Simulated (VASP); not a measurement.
# SiNi3 (Pm-3m) in VASP: further runs, part 3 of 3

VASP 6.6.1. Earlier steps stand in the parts before.

## (5) Single point, PBEsol, collinear spin, ferrimagnetic start

This run uses another cell than the first one, of 11.11 Å³/atom, 0.980 times its volume.

The input, INCAR:

```
SYSTEM = SiNi3
PREC     = Accurate       ! precision mode
ENCUT    = 520            ! plane-wave cutoff, eV
EDIFF    = 1E-6           ! SCF threshold, eV
ISMEAR   = -1             ! smearing method
SIGMA    = 0.05           ! smearing width, eV
LREAL    = .FALSE.        ! projectors in reciprocal space
LASPH    = .TRUE.         ! aspherical terms in the spheres
NELM     = 150            ! most SCF steps
ALGO     = Normal         ! electronic algorithm
ISIF     = 2              ! what is computed and relaxed
LWAVE    = .FALSE.        ! write WAVECAR
LCHARG   = .FALSE.        ! write CHGCAR
ISPIN    = 2              ! spin polarisation
MAGMOM   = 1 -1 1 0       ! initial moments
LORBIT   = 11             ! projections on sites
LMAXMIX  = 4              ! l up to which the mixer works
GGA      = PS             ! functional
NBANDS   = 29             ! bands
```

The input, KPOINTS:

```
regular mesh
0
G
  8 8 8
  0 0 0
```

The input, POSCAR:

```
SiNi3
1.0
    3.5420000000      0.0000000000      0.0000000000
    0.0000000000      3.5420000000      0.0000000000
    0.0000000000      0.0000000000      3.5420000000
Ni Si
3 1
Direct
    0.5000000000      0.5000000000      0.0000000000
    0.5000000000      0.0000000000      0.5000000000
    0.0000000000      0.5000000000      0.5000000000
    0.0000000000      0.0000000000      0.0000000000
```

Potentials or basis: VASP PAW PBE potentials, release 64 (Ni, Si).

Started as:

```bash
> cat potpaw_PBE.64/Ni/POTCAR potpaw_PBE.64/Si/POTCAR > POTCAR
> mpirun -np 1 vasp_std > vasp.out
```

OUTCAR:

```text
SYSTEM = SiNi3
   PREC = Accurate
   ENCUT = 520
   EDIFF = 1E-6
   ISMEAR = -1
   LREAL = .FALSE.
   LASPH = .TRUE.
   NELM = 150
   ISIF = 2
   ISPIN = 2
   LORBIT = 11
   GGA = PS

 ion  position               nearest neighbor table
   1  0.500  0.500  0.000-   2 2.50   3 2.50   4 2.50   2 2.50   3 2.50   2 2.50   4 2.50   2 2.50
                             3 2.50   4 2.50   3 2.50   4 2.50
   2  0.500  0.000  0.500-   1 2.50   3 2.50   4 2.50   1 2.50   4 2.50   1 2.50   3 2.50   1 2.50
                             3 2.50   4 2.50   4 2.50   3 2.50
   3  0.000  0.500  0.500-   1 2.50   2 2.50   4 2.50   1 2.50   4 2.50   2 2.50   4 2.50   4 2.50
                             1 2.50   2 2.50   1 2.50   2 2.50
   4  0.000  0.000  0.000-   1 2.50   2 2.50   3 2.50   2 2.50   3 2.50   1 2.50   3 2.50   3 2.50
                             1 2.50   2 2.50   2 2.50   1 2.50

  LATTYP: Found a simple cubic cell.
 ALAT       =     3.5420000000

  Lattice vectors:

 A1 = (   3.5420000000,   0.0000000000,   0.0000000000)
 A2 = (   0.0000000000,   3.5420000000,   0.0000000000)
 A3 = (   0.0000000000,   0.0000000000,   3.5420000000)

Analysis of symmetry for initial positions (statically):
=====================================================================
 Subroutine PRICEL returns:
 Original cell was already a primitive cell.

 Routine SETGRP: Setting up the symmetry group for a
 simple cubic supercell.

 Subroutine GETGRP returns: Found 48 space group operations
 (whereof 48 operations were pure point group operations)
 out of a pool of 48 trial point group operations.

The static configuration has the point symmetry O_h .

Analysis of symmetry for dynamics (positions and initial velocities):
=====================================================================
 Subroutine PRICEL returns:
 Original cell was already a primitive cell.

 Routine SETGRP: Setting up the symmetry group for a
 simple cubic supercell.

 Subroutine GETGRP returns: Found 48 space group operations
 (whereof 48 operations were pure point group operations)
 out of a pool of 48 trial point group operations.

The dynamic configuration has the point symmetry O_h .

Analysis of structural, dynamic, and magnetic symmetry:
=====================================================================
 Subroutine PRICEL returns:
 Original cell was already a primitive cell.

 Routine SETGRP: Setting up the symmetry group for a
 simple cubic supercell.

 Subroutine GETGRP returns: Found 16 space group operations
 (whereof 16 operations were pure point group operations)
 out of a pool of 48 trial point group operations.

The overall configuration has the point symmetry D_4h.

 Subroutine INISYM returns: Found 16 space group operations
 (whereof 16 operations are pure point group operations),
 and found     1 'primitive' translations

----------------------------------------------------------------------------------------

                                     Primitive cell

  volume of cell :      44.4371

  direct lattice vectors                    reciprocal lattice vectors
     3.542000000  0.000000000  0.000000000     0.282326369  0.000000000  0.000000000
     0.000000000  3.542000000  0.000000000     0.000000000  0.282326369  0.000000000
     0.000000000  0.000000000  3.542000000     0.000000000  0.000000000  0.282326369

  length of vectors
     3.542000000  3.542000000  3.542000000     0.282326369  0.282326369  0.282326369

  position of ions in fractional coordinates (direct lattice)
     0.500000000  0.500000000  0.000000000
[... 82 lines left out ...]
   EDIFF  = 0.1E-05   stopping-criterion for ELM
   LREAL  =      F    real-space projection
   EDIFFG = 0.1E-04   stopping-criterion for IOM
   NSW    =      0    number of steps for IOM
   IBRION =     -1    ionic relax: 0-MD 1-quasi-New 2-CG
   NFREE  =      0    steps in history (QN), initial steepest desc. (CG)
   ISIF   =      2    stress and relaxation
   ISYM   =      2    0-nonsym 1-usesym 2-fastsym
   POTIM  = 0.5000    time-step for ionic-motion
   TEBEG  =    0.0;   TEEND  =   0.0 temperature during run
   PSTRESS=    0.0 pullay stress
   NELECT =      34.0000    total number of electrons
   NUPDOWN=      -1.0000    fix difference up-down
   EMIN   =  10.00;   EMAX   =-10.00  energy-range for DOS
   EFERMI =   0.00;   METHOD = LEGACY
   ISMEAR =    -1;   SIGMA  =   0.05  broadening in eV -4-tet -1-fermi 0-gaus
   EFERMI_NEDOS =   21; number of points for ismear=-14 and -15
   IALGO  =     38    algorithm
   IMIX   =      4    mixing-type and parameters
     AMIX     =   0.40;   BMIX     =  1.00
     AMIX_MAG =   1.60;   BMIX_MAG =  1.00
  volume/ion in A,a.u.               =      11.11        74.97
  Fermi-wavevector in a.u.,A,eV,Ry     =   1.497336  2.829555 30.504465  2.242015
  Thomas-Fermi vector in A             =   2.609237
   LORBIT       =     11    0 simple, 1 ext, 2 COOP (PROOUT), +10 PAW based schemes
   GGA     = PS    functional components
   LHFCALC =     F    Hartree Fock is set to
   AEXX    =    0.0000 exact exchange contribution
   IVDW    =     0    specifies the selected vdW correction
   LEPSILON=     F    determine dielectric tensor
   LRPA    =     F    only Hartree local field effects (RPA)
 spin polarized calculation
  energy-cutoff  :      520.00
  volume of cell :       44.44
 maximum number of plane-waves:      1222
 NGX is ok and might be reduce to    28
   NGX = 13   NGY = 13   NGZ = 13

 number of electron      33.9999988 magnetization      -0.0001916

 number of electron      33.9999988 magnetization       0.0004444

 Free energy of the ion-electron system (eV)
  ---------------------------------------------------
  ext. energy  EPLUGINS =         0.00000000
  ---------------------------------------------------
  free energy    TOTEN  =       -26.16206756 eV

  energy without entropy =      -26.14361352  energy(sigma->0) =      -26.15284054

 E-fermi :  10.0550     XC(G=0): -13.0724

 val. band max:        9.9903068715   @ k =   0.1250   0.1250   0.0000
 cond. band min:      10.0672179985   @ k =   0.3750   0.5000   0.3750
 fundamental gap:      0.0769111270
 Fermi energy:        10.0550101652

 spin component 1

 k-point     1 :       0.0000    0.0000    0.0000
  band No.  band energies     occupation
      1      -1.6313      1.00000
      2       5.3648      1.00000
      3       6.1669      1.00000
      4       6.1671      1.00000
      5       6.6635      1.00000
      6       6.6635      1.00000
[... 757 lines left out ...]
     28      24.0458      0.00000
     29      24.1293      0.00000

 [... further k-points ...]

 spin component 2

 k-point     1 :       0.0000    0.0000    0.0000
  band No.  band energies     occupation
      1      -1.6314      1.00000
      2       5.3649      1.00000
      3       6.1669      1.00000
      4       6.1672      1.00000
      5       6.6637      1.00000
      6       6.6637      1.00000
[... 757 lines left out ...]
     28      24.0458      0.00000
     29      24.1294      0.00000

 [... further k-points ...]
[... 5 lines left out ...]
  --------------------------------------------------------------------------------------
  -------------------------------------------------------------------------------------
  Total       -3.8447716     -3.8449560     -3.8447716      0.0000000      0.0000000      0.0000000
  in kB     -138.6230511   -138.6297004   -138.6230511      0.0000000      0.0000000      0.0000000
  external PRESSURE =    -138.6252676 kB  Pullay stress =       0.0000000 kB

 VOLUME and BASIS-vectors are now :
 -----------------------------------------------------------------------------
  energy-cutoff  :      520.00
  volume of cell :       44.44
      direct lattice vectors                 reciprocal lattice vectors
     3.542000000  0.000000000  0.000000000     0.282326369  0.000000000  0.000000000
     0.000000000  3.542000000  0.000000000     0.000000000  0.282326369  0.000000000
     0.000000000  0.000000000  3.542000000     0.000000000  0.000000000  0.282326369

 POSITION                                       TOTAL-FORCE (eV/Angst)
 -----------------------------------------------------------------------------------
      1.77100      1.77100      0.00000         0.000000      0.000000      0.000000
      1.77100      0.00000      1.77100         0.000000      0.000000      0.000000
      0.00000      1.77100      1.77100         0.000000      0.000000      0.000000
      0.00000      0.00000      0.00000         0.000000      0.000000      0.000000
 -----------------------------------------------------------------------------------
    total drift:                                0.000000      0.000000      0.000000

  FREE ENERGIE OF THE ION-ELECTRON SYSTEM (eV)
  ---------------------------------------------------
  free  energy   TOTEN  =       -26.1620675576 eV

  energy  without entropy=      -26.1436135206  energy(sigma->0) =      -26.15284054

 total charge

# of ion       s       p       d       tot
------------------------------------------
    1        0.475   0.544   8.395   9.413
    2        0.475   0.544   8.395   9.414
    3        0.475   0.544   8.395   9.413
    4        0.728   0.799   0.000   1.527
--------------------------------------------------
tot          2.153   2.431  25.185  29.768

 magnetization (x)

# of ion       s       p       d       tot
------------------------------------------
    1       -0.000  -0.000   0.000   0.000
    2       -0.000  -0.000  -0.000  -0.000
    3       -0.000  -0.000   0.000   0.000
    4       -0.000  -0.000   0.000  -0.000
--------------------------------------------------
tot         -0.000  -0.000   0.000   0.000
```

Wall time 3.2 min (1 thread of Intel Xeon 6975P-C, shared host); peak memory 0.27 GiB.

What came out:

```
Free energy                                           : -26.1621 eV
Pressure                                              : -13.9 GPa
Band gap on the k mesh                                : zero (filled and empty bands overlap)
Net moment                                            : 0.00 μB per cell
Valence electrons inside the program's atomic spheres : Ni 9.41; Si 1.53
```

Levels at points of the mesh, in eV from the Fermi level:
Spin up:
```
           k point  band 13  band 14  band 15  band 16  band 17  band 18  band 19  band 20  band 21  band 22
(0.00, 0.00, 0.00)    -0.84    -0.58    -0.58    -0.28     0.02     0.02     0.02     4.55     6.18     6.18
(0.50, 0.00, 0.00)    -1.26    -1.22    -1.09    -0.52     0.02     3.51     3.51     4.96     5.17     5.17
(0.00, 0.50, 0.00)    -1.26    -1.22    -1.09    -0.52     0.02     3.51     3.51     4.96     5.17     5.17
(0.50, 0.50, 0.00)    -1.36    -1.36    -1.07    -0.97    -0.91     0.62     0.62     5.43     6.18     7.55
(0.50, 0.00, 0.50)    -1.36    -1.36    -1.07    -0.97    -0.91     0.62     0.62     5.44     6.18     7.55
(0.50, 0.50, 0.50)    -1.37    -1.19    -1.19    -0.37    -0.20    -0.20    -0.20     1.10     3.87     3.87
```
Spin down:
```csv
k point,band 13,band 14,band 15,band 16,band 17,band 18,band 19,band 20,band 21,band 22
"(0.00, 0.00, 0.00)",-0.84,-0.58,-0.58,-0.28,0.02,0.02,0.02,4.55,6.18,6.18
"(0.50, 0.00, 0.00)",-1.26,-1.22,-1.09,-0.52,0.02,3.51,3.51,4.96,5.17,5.17
"(0.00, 0.50, 0.00)",-1.26,-1.22,-1.09,-0.52,0.02,3.51,3.51,4.96,5.17,5.17
"(0.50, 0.50, 0.00)",-1.36,-1.36,-1.07,-0.97,-0.91,0.62,0.62,5.43,6.18,7.55
"(0.50, 0.00, 0.50)",-1.36,-1.36,-1.07,-0.97,-0.91,0.62,0.62,5.44,6.18,7.55
"(0.50, 0.50, 0.50)",-1.37,-1.19,-1.19,-0.37,-0.20,-0.20,-0.20,1.10,3.87,3.87
```

Caveat: the PAW data sets were made with another functional, which shifts forces and pressure a little.

## (6) Single point, revPBE, collinear spin, ferromagnetic start

This run uses another cell than the first one, of 11.11 Å³/atom, 0.980 times its volume.

The input, INCAR:

```
SYSTEM = SiNi3
PREC = Accurate
ENCUT = 520
EDIFF = 1E-7
ISMEAR = -1
SIGMA = 0.05
LREAL = .False.
LASPH = .True.
NELM = 150
ALGO = Fast
ISIF = 2
LWAVE = .False.
LCHARG = .False.
ISPIN = 2
MAGMOM = 1 1 1 0
LORBIT = 11
LMAXMIX = 4
GGA = RE
NBANDS = 29
```

The input, KPOINTS:

```
Automatic mesh
0
Gamma
  4 4 4
  0 0 0
```

POSCAR is that of step 5.

Potentials or basis: VASP PAW PBE potentials, release 64 (Ni, Si).

Started as:

```bash
> cat potpaw_PBE.64/Ni/POTCAR potpaw_PBE.64/Si/POTCAR > POTCAR
> mpirun -np 1 vasp_std > vasp.out
```

It took 72 s on 1 thread of Intel Xeon 6975P-C, shared host; peak memory 0.17 GiB.

Results (log left out):

| Item | Value |
| --- | --- |
| Free energy | -22.1874 eV |
| Pressure | -2.6 GPa |
| Band gap on the k mesh | zero (filled and empty bands overlap) |
| Net moment | 0.00 μB per cell |
| Valence electrons inside the program's atomic spheres | Ni 9.40; Si 1.54 |

Levels at points of the mesh, in eV from the Fermi level:
Spin up:
| k point | band 14 | band 15 | band 16 | band 17 | band 18 | band 19 | band 20 | band 21 |
| --- | --- | --- | --- | --- | --- | --- | --- | --- |
| (0.00, 0.00, 0.00) | -0.65 | -0.65 | -0.35 | -0.03 | -0.03 | -0.03 | 4.54 | 6.12 |
| (0.50, 0.00, 0.00) | -1.29 | -1.15 | -0.59 | -0.03 | 3.44 | 3.44 | 4.97 | 5.14 |
| (0.50, 0.50, 0.00) | -1.41 | -1.12 | -1.02 | -0.96 | 0.56 | 0.56 | 5.36 | 6.14 |
| (0.50, 0.50, 0.50) | -1.24 | -1.24 | -0.38 | -0.26 | -0.26 | -0.26 | 1.04 | 3.84 |
Spin down:
| k point | band 15 | band 16 | band 17 | band 18 | band 19 | band 20 |
| --- | --- | --- | --- | --- | --- | --- |
| (0.00, 0.00, 0.00) | -0.65 | -0.35 | -0.03 | -0.03 | -0.03 | 4.54 |
| (0.50, 0.00, 0.00) | -1.15 | -0.59 | -0.03 | 3.44 | 3.44 | 4.97 |
| (0.50, 0.50, 0.00) | -1.12 | -1.02 | -0.96 | 0.56 | 0.56 | 5.36 |
| (0.50, 0.50, 0.50) | -1.24 | -0.38 | -0.26 | -0.26 | -0.26 | 1.04 |

Caveat: the k points lie up to 0.44 Å⁻¹ apart; the PAW data sets were made with another functional, which shifts forces and pressure a little.

## (7) The runs side by side

```tsv
level	spin	cell	k mesh	gap on the mesh (eV)	pressure (GPa)	moment (μB)
r2SCAN	collinear, ferromagnetic start	a = 3.565 Å, 4 atoms	8 × 8 × 8	none	-16.4	0.00
PBEsol	collinear, ferromagnetic start	a = 3.542 Å, 4 atoms	8 × 8 × 8	none	-13.9	0.00
PBEsol	collinear, ferrimagnetic start	a = 3.542 Å, 4 atoms	8 × 8 × 8	none	-13.9	0.00
revPBE	collinear, ferromagnetic start	a = 3.542 Å, 4 atoms	4 × 4 × 4	none	-2.6	0.00
```

Alike in all rows: task single point; potentials or basis VASP PAW PBE potentials, release 64 (Ni, Si); cutoff (eV) 520; smearing fermi-dirac 0.05 eV.

Caveats: some runs use coarse meshes; the PAW data sets were made with another functional, which shifts forces and pressure a little.

Absolute energies hang on the potentials; compare differences alone.
